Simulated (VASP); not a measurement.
Wanted: the native input for a VASP 6.6.1 run.

```
Task                   : single point
Functional             : PBE
Dispersion             : D3(BJ)
Potentials or basis    : VASP PAW PBE potentials, release 64 (Ga_d, N)
Cutoff                 : 520 eV
k mesh                 : 4 × 4 × 4
Occupations            : gaussian, width 0.1 eV
Spin                   : no spin polarisation
Dipole correction      : no
Further INCAR settings : ALGO = Normal; EDIFF = 1e-06; NBANDS = 26
```

The structure of GaN lies in POSCAR:

```
GaN
1.0
    3.9077489900      0.0000000000      0.0000000000
    0.0000000000      3.9077489900      0.0000000000
    0.0000000000      0.0000000000      4.1052712100
Ga N
2 2
Direct
    0.5000000000      0.5000000000      0.0000000000
    0.0000000000      0.0000000000      0.0000000000
    0.5000000000      0.0000000000      0.8398070300
    0.0000000000      0.5000000000      0.1601929700
```

One way to write it, as run:

INCAR

```
SYSTEM = GaN
PREC = Accurate
ENCUT = 520
EDIFF = 1E-6
ISMEAR = 0
SIGMA = 0.1
LREAL = .False.
LASPH = .True.
NELM = 80
ALGO = Normal
ISIF = 2
LWAVE = .False.
LCHARG = .False.
GGA = PE
IVDW = 12
NBANDS = 26
```

KPOINTS

```
regular mesh
0
Gamma
  4 4 4
  0 0 0
```

Potentials or basis: VASP PAW PBE potentials, release 64 (Ga_d, N).

Launch:

```console
$ cat potpaw_PBE.64/Ga_d/POTCAR potpaw_PBE.64/N/POTCAR > POTCAR
$ mpirun -np 1 vasp_std > vasp.out
```

Results of the run:

```json
{
 "Pressure": "-11.9 GPa",
 "Largest force": "0.514 eV/Å",
 "Band gap on the k mesh": "0.35 eV, indirect (least direct gap 1.26 eV)",
 "Dispersion energy per atom": "-0.179 eV"
}
```

It took 24 s on 1 thread of AMD EPYC 7R43 64-Core Processor (Zen 3), on a shared host, peak memory 0.15 GiB.
